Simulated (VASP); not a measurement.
Write the native input for VASP 6.6.1 that does the following.

| Property | Result |
| --- | --- |
| Task | single point |
| Functional | PBE |
| Potentials or basis | VASP PAW PBE potentials, release 64 (Ag, Cl) |
| Cutoff | 520 eV |
| k mesh | 6 × 6 × 6 |
| Occupations | gaussian, width 0.01 eV |
| Spin | no spin polarisation |
| Dipole correction | no |
| Further INCAR settings | ALGO = Normal; EDIFF = 1e-06; NBANDS = 16 |

The structure of AgCl lies in POSCAR:

```
AgCl
1.0
    0.0000000000      2.7731838126      2.7731838126
    2.7731838126      0.0000000000      2.7731838126
    2.7731838126      2.7731838126      0.0000000000
Ag Cl
1 1
Direct
    0.0000000000      0.0000000000      0.0000000000
    0.5000000000      0.5000000000      0.5000000000
```

The input as run:

INCAR

```
PREC = Accurate
ENCUT = 520
EDIFF = 1E-6
ISMEAR = 0
SIGMA = 0.01
LREAL = False
LASPH = True
NELM = 80
ALGO = Normal
ISIF = 2
LWAVE = False
LCHARG = False
GGA = PE
NBANDS = 16
```

KPOINTS

```
regular mesh
0
Gamma
  6 6 6
```

Potentials or basis: VASP PAW PBE potentials, release 64 (Ag, Cl).

Run with:

```sh
$ cat potpaw_PBE.64/Ag/POTCAR potpaw_PBE.64/Cl/POTCAR > POTCAR
$ mpirun -np 1 vasp_std > vasp.out
```

It gave:

```json
{
 "Pressure": "1.5 GPa",
 "Band gap on the k mesh": "0.91 eV, indirect (least direct gap 3.23 eV)"
}
```

Run time: 9.8 s on 1 thread of Intel(R) Xeon(R) 6975P-C (Granite Rapids), on a shared host, peak memory 0.16 GiB.
